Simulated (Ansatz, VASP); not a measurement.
**BN: VASP beside Ansatz**

POSCAR

```
BN
1.0
    2.5008381060      0.0000000000      0.0000000000
   -1.2504190530      2.1657893305      0.0000000000
    0.0000000000      0.0000000000      6.8931301039
B N
2 2
Direct
    0.3333333333      0.6666666667      0.2500000000
    0.6666666667      0.3333333333      0.7500000000
    0.6666666667      0.3333333333      0.2500000000
    0.3333333333      0.6666666667      0.7500000000
```

Contents of INCAR.step1:

```
PREC     = Accurate       # precision mode
ENCUT    = 520            # plane-wave cutoff, eV
ISMEAR   = 0              # smearing method
SIGMA    = 0.01           # smearing width, eV
LREAL    = F              # projectors in reciprocal space
LASPH    = T              # aspherical terms in the spheres
NELM     = 80             # most SCF steps
NBANDS   = 16             # bands
GGA      = PE             # functional
ALGO     = Normal         # electronic algorithm
EDIFF    = 1E-4           # SCF threshold, eV
LWAVE    = T              # write WAVECAR
LCHARG   = F              # write CHGCAR
```

Contents of INCAR.step2:

```
PREC     = Accurate       # precision mode
ENCUT    = 520            # plane-wave cutoff, eV
EDIFF    = 1E-6           # SCF threshold, eV
ISMEAR   = 0              # smearing method
SIGMA    = 0.01           # smearing width, eV
LREAL    = F              # projectors in reciprocal space
LASPH    = T              # aspherical terms in the spheres
NELM     = 80             # most SCF steps
ALGO     = Normal         # electronic algorithm
ISIF     = 2              # what is computed and relaxed
LWAVE    = F              # write WAVECAR
LCHARG   = F              # write CHGCAR
METAGGA  = R2SCAN         # meta-GGA
LMIXTAU  = T            
NBANDS   = 16             # bands
ISTART   = 1
```

Contents of KPOINTS:

```
Automatic mesh
0
Gamma
  9 9 4
```

Input for Ansatz:

```yaml
crystal:
  lattice:
    - [2.500838106, 0.0, 0.0]
    - [-1.250419053, 2.1657893305, 0.0]
    - [0.0, 0.0, 6.8931301039]
  atoms:
    - { symbol: B, position: [0.3333333333, 0.6666666667, 0.25] }
    - { symbol: B, position: [0.6666666667, 0.3333333333, 0.75] }
    - { symbol: "N", position: [0.6666666667, 0.3333333333, 0.25] }
    - { symbol: "N", position: [0.3333333333, 0.6666666667, 0.75] }
kpoints:
  mp_grid: { grid: [9, 9, 4] }
hamiltonian:
  xc: r2scan
scf:
  occupations: { method: fixed }
  n_extra_bands: 5
output:
  forces: true
  stress: true
  eigenvalues: true
```

Alike in both runs: task single point; functional r2SCAN; k mesh 9 × 9 × 4; no spin polarisation.

```csv
,VASP,Ansatz
version,VASP 6.6.1,Ansatz 0.2.0
potentials or method,"VASP PAW PBE potentials, release 64 (B, N)","plane waves, PAW"
plane-wave cutoff (eV),520,500
occupations,"gaussian, width 0.01 eV",fixed
valence electrons in the cell,16,16
```

|  | VASP | Ansatz | Ansatz less VASP |
| --- | --- | --- | --- |
| gap on the k mesh at the Fermi level (eV) | 5.06 | 5.02 | -0.044 |
| pressure (GPa) | 0.4 | 0.0 | -0.38 |
| traceless stress, the component that is largest in VASP (GPa) | -0.68 | -0.03 | +0.656 |

VASP's potentials were made for PBE, not for r2SCAN.
